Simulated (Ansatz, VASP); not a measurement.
## PbF2: VASP beside Ansatz

The input INCAR:

```
PREC     = Accurate       # precision mode
ENCUT    = 600            # plane-wave cutoff, eV
EDIFF    = 1E-6           # SCF threshold, eV
ISMEAR   = -1             # smearing method
SIGMA    = 0.05           # smearing width, eV
LREAL    = F              # projectors in reciprocal space
LASPH    = T              # aspherical terms in the spheres
NELM     = 120            # most SCF steps
ALGO     = Normal         # electronic algorithm
ISIF     = 2              # what is computed and relaxed
LWAVE    = F              # write WAVECAR
LCHARG   = F              # write CHGCAR
GGA      = CA             # functional
NBANDS   = 21             # bands
GGA_COMPAT= F
```

Contents of KPOINTS:

```
Automatic mesh
0
Gamma
  8 8 8
```

Contents of POSCAR:

```
PbF2
1.0
    0.0000000000      2.9031601670      2.9031601670
    2.9031601670      0.0000000000      2.9031601670
    2.9031601670      2.9031601670      0.0000000000
Pb F
1 2
Direct
    0.0000000000      0.0000000000      0.0000000000
    0.7500000000      0.7500000000      0.7500000000
    0.2500000000      0.2500000000      0.2500000000
```

Contents of input.yaml:

```yaml
crystal:
  lattice:
    - [0.0, 2.903160167, 2.903160167]
    - [2.903160167, 0.0, 2.903160167]
    - [2.903160167, 2.903160167, 0.0]
  atoms:
    - { symbol: Pb, position: [0.0, 0.0, 0.0] }
    - { symbol: F, position: [0.75, 0.75, 0.75] }
    - { symbol: F, position: [0.25, 0.25, 0.25] }
kpoints:
  mp_grid: { grid: [8, 8, 8] }
scf:
  occupations: { method: fermi_dirac, width: 0.05 }
hamiltonian:
  xc: lda
  pseudopotentials: { kind: all_electron, lapw: { basis_error: 0.002 } }
output:
  forces: true
  stress: true
  eigenvalues: true
```

Change from the starting cell: volume scaled by 0.94.

Alike in both runs: task single point; functional LDA; k mesh 8 × 8 × 8; occupations fermi-dirac, width 0.05 eV; no spin polarisation.

```csv
,VASP,Ansatz
version,VASP 6.6.1,Ansatz 0.2.0
potentials or method,"VASP PAW LDA potentials, release 64 (Pb_d, F), cutoff 600 eV","all-electron LAPW, scalar-relativistic"
```

|  | VASP | Ansatz | Ansatz less VASP |
| --- | --- | --- | --- |
| gap on the k mesh at the Fermi level (eV) | 4.20 | 4.23 | +0.031 |
| least direct gap on the mesh (eV) | 4.37 | 4.40 | +0.030 |
| pressure (GPa) | 0.2 | 0.3 | +0.05 |

LDA's correlation is that of Perdew and Zunger in VASP and of Perdew and Wang (1992) in Ansatz. Ansatz ran all-electron here, and VASP with PAW potentials.

Spin-orbit coupling is off throughout.
